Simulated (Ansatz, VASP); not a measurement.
## BaTiO3: VASP beside Ansatz

The input POSCAR:

```
BaTiO3
1.0
    3.8690754175      0.0000000000      0.0000000000
    0.0000000000      3.8690754175      0.0000000000
    0.0000000000      0.0000000000      4.2561259868
Ba Ti O
1 1 3
Direct
    0.0000000000      0.0000000000      0.0000000000
    0.5000000000      0.5000000000      0.5000000000
    0.5000000000      0.5000000000      0.0000000000
    0.5000000000      0.0000000000      0.5000000000
    0.0000000000      0.5000000000      0.5000000000
```

The input INCAR.step1:

```
SYSTEM = BaTiO3
PREC = Accurate
ENCUT = 520
ISMEAR = 0
SIGMA = 0.05
LREAL = .False.
LASPH = .True.
NELM = 80
NBANDS = 28
GGA = PE
ALGO = Normal
EDIFF = 1E-4
LWAVE = .True.
LCHARG = .False.
```

Contents of INCAR.step2:

```
SYSTEM = BaTiO3
PREC = Accurate
ENCUT = 520
EDIFF = 1E-7
ISMEAR = 0
SIGMA = 0.05
LREAL = .False.
LASPH = .True.
NELM = 80
ALGO = Normal
ISIF = 2
LWAVE = .False.
LCHARG = .False.
METAGGA = R2SCAN
LMIXTAU = .True.
NBANDS = 28
ISTART = 1
```

File KPOINTS:

```
regular mesh
0
Gamma
  8 8 8
  0 0 0
```

Input for Ansatz:

```yaml
crystal:
  lattice:
    - [3.8690754175, 0.0, 0.0]
    - [0.0, 3.8690754175, 0.0]
    - [0.0, 0.0, 4.2561259868]
  atoms:
    - { symbol: Ba, position: [0.0, 0.0, 0.0] }
    - { symbol: Ti, position: [0.5, 0.5, 0.5] }
    - { symbol: O, position: [0.5, 0.5, 0.0] }
    - { symbol: O, position: [0.5, 0.0, 0.5] }
    - { symbol: O, position: [0.0, 0.5, 0.5] }
basis:
  ecutwfc: 500
kpoints:
  mp_grid: { grid: [8, 8, 8] }
hamiltonian:
  xc: r2scan
scf:
  occupations: { method: gaussian, width: 0.05 }
output:
  forces: true
  stress: true
  eigenvalues: true
```

Alike in both runs: task single point; functional r2SCAN; k mesh 8 × 8 × 8; occupations gaussian, width 0.05 eV; no spin polarisation.

```csv
,VASP,Ansatz
version,VASP 6.6.1,Ansatz 0.2.0
potentials or method,"VASP PAW PBE potentials, release 64 (Ba_sv, Ti_sv, O), cutoff 520 eV","scalar-relativistic, plane waves, PAW"
valence electrons in the cell,40,40
```

Ansatz gave:

- gap on the k mesh at the Fermi level (eV): 1.99
- least direct gap on the mesh (eV): 2.19
- pressure (GPa): 2.3
- traceless stress, the component that is largest in VASP (GPa): -11.80

Task: Estimate VASP's values.

Result: gap on the k mesh at the Fermi level (eV): 1.97; least direct gap on the mesh (eV): 2.20; pressure (GPa): 4.2; traceless stress, the component that is largest in VASP (GPa): -12.32.

VASP's potentials were made for PBE, not for r2SCAN. With one functional, cell and mesh, what is left measures potentials, basis and numerics.

Spin-orbit coupling is off throughout.
